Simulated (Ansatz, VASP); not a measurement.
# One calculation of CaI2, two programs

```xyz
3
Lattice="4.2433 0.0000 0.0000 -2.1216 3.6748 0.0000 0.0000 0.0000 6.5707" Properties=species:S:1:pos:R:3 pbc="T T T"
Ca    0.0000    0.0000    0.0000
I     0.0000    2.4498    1.7734
I     2.1216    1.2249    4.7973
```

Change from the starting cell: volume scaled by 0.8, PAW files.

Alike in both runs: task electric field gradients; functional LDA; k mesh 7 × 7 × 4; occupations fermi-dirac, width 0.03 eV; no spin polarisation.

|  | VASP | Ansatz |
| --- | --- | --- |
| version | VASP 6.6.1 | Ansatz 0.2.0 |
| potentials or method | VASP PAW LDA potentials, release 64 (Ca_sv, I) | PAW with Ansatz's default frozen-core files, scalar-relativistic |
| plane-wave cutoff (eV) | 520 | 420 |
| valence electrons in the cell | 24 | 44 |

|  | VASP | Ansatz | Ansatz less VASP |
| --- | --- | --- | --- |
| gap on the k mesh at the Fermi level (eV) | 2.86 | 2.88 | +0.021 |
| pressure (GPa) | 1.8 | 1.7 | -0.13 |
| rms of the force components (eV/Å) | 0.014 | 0.003 | -0.0117 |
| size of Vzz on the site where it differs most (V/Å²) | 4.0 | 3.6 | -0.43 |

LDA's correlation is that of Perdew and Zunger in VASP and of Perdew and Wang (1992) in Ansatz. Atom by atom the forces differ by 0.012 eV/Å (rms over components). VASP's potentials hold 24 valence electrons a cell and Ansatz's 44, so a difference there can come from the potentials and not from the codes.

Spin-orbit coupling is off throughout.
